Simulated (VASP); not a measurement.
A run of VASP 6.6.1 is set up as follows.

The input INCAR:

```
PREC = Accurate
ENCUT = 600
EDIFF = 1E-7
ISMEAR = 0
SIGMA = 0.1
LREAL = False
LASPH = True
NELM = 80
ALGO = Normal
ISIF = 3
LWAVE = False
LCHARG = False
GGA = PE
IBRION = 2
NSW = 90
EDIFFG = -0.04
```

KPOINTS

```
regular mesh
0
Gamma
  6 6 4
```

File POSCAR:

```
Hf2SeS3
1.0
    4.4630561991      0.0000000000      0.0000000000
   -2.2315280996      3.8651200470      0.0000000000
    0.0000000000      0.0000000000      6.8212998343
Hf Se S
2 1 3
Direct
    0.6666666667      0.3333333333      0.6971061054
    0.3333333333      0.6666666667      0.3028938946
    0.0000000000      0.0000000000      0.0000000000
    0.0000000000      0.0000000000      0.5000000000
    0.6666666667      0.3333333333      0.3139291269
    0.3333333333      0.6666666667      0.6860708731
```

Potentials or basis: VASP PAW PBE potentials, release 64 (Hf_pv, Se, S).

The run is started by

```bash
$ cat potpaw_PBE.64/Hf_pv/POTCAR potpaw_PBE.64/Se/POTCAR potpaw_PBE.64/S/POTCAR > POTCAR
$ mpirun -np 1 vasp_std > vasp.out
```

**Question.** Predict the relaxed volume.

**Answer.** 19.53 Å³/atom.

**Question.** Estimate the relaxed cell.

**Answer.** a = 4.471 Å, b = 4.471 Å, c = 6.770 Å, α = 90.00°, β = 90.00°, γ = 120.00°.

**Question.** Predict the band gap on the k mesh.

**Answer.** Zero (band 22 reaches 6.01 eV, above the bottom of band 23 at 5.77 eV).

**Question.** What does it give for the space group after relaxing (to 0.05 Å)?

**Answer.** P-3m1 (No. 164).

Forces in eV/Å, atoms in the order of the input:
```
Hf   0.000  0.000 -0.011
Hf   0.000  0.000  0.011
Se   0.000  0.000  0.000
S    0.000  0.000  0.000
S    0.000  0.000  0.005
S    0.000  0.000 -0.005
```

Caveat: spin-orbit coupling is left out, which moves the levels of the heavy elements.
